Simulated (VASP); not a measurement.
Input of a VASP 6.6.1 run:

Contents of INCAR:

```
  ALGO = Normal
  EDIFF = 1E-6
  ENCUT = 600
  GGA = PE
  GGA_COMPAT = F
  ISIF = 2
  ISMEAR = 0
  LASPH = T
  LCHARG = F
  LREAL = F
  LWAVE = F
  NBANDS = 11
  NELM = 120
  PREC = Accurate
  SIGMA = 0.001
```

The input KPOINTS:

```
k-points
0
Gamma
  8 8 8
```

POSCAR

```
SiC
1.0
    0.0000000000      2.1780523476      2.1780523476
    2.1780523476      0.0000000000      2.1780523476
    2.1780523476      2.1780523476      0.0000000000
Si C
1 1
Direct
    0.0000000000      0.0000000000      0.0000000000
    0.2500000000      0.2500000000      0.2500000000
```

Potentials or basis: VASP PAW PBE potentials, release 64 (Si, C).

Command:

```bash
$ cat potpaw_PBE.64/Si/POTCAR potpaw_PBE.64/C/POTCAR > POTCAR
$ mpirun -np 1 vasp_std > vasp.out
```

Task: What does it give for the band gap on the k mesh?

Result: 1.36 eV, indirect (least direct gap 4.54 eV).

Task: Predict the pressure.

Result: 3.4 GPa.

A k mesh can miss the band edges. PBE gaps usually lie below the measured ones, often by a third to a half.
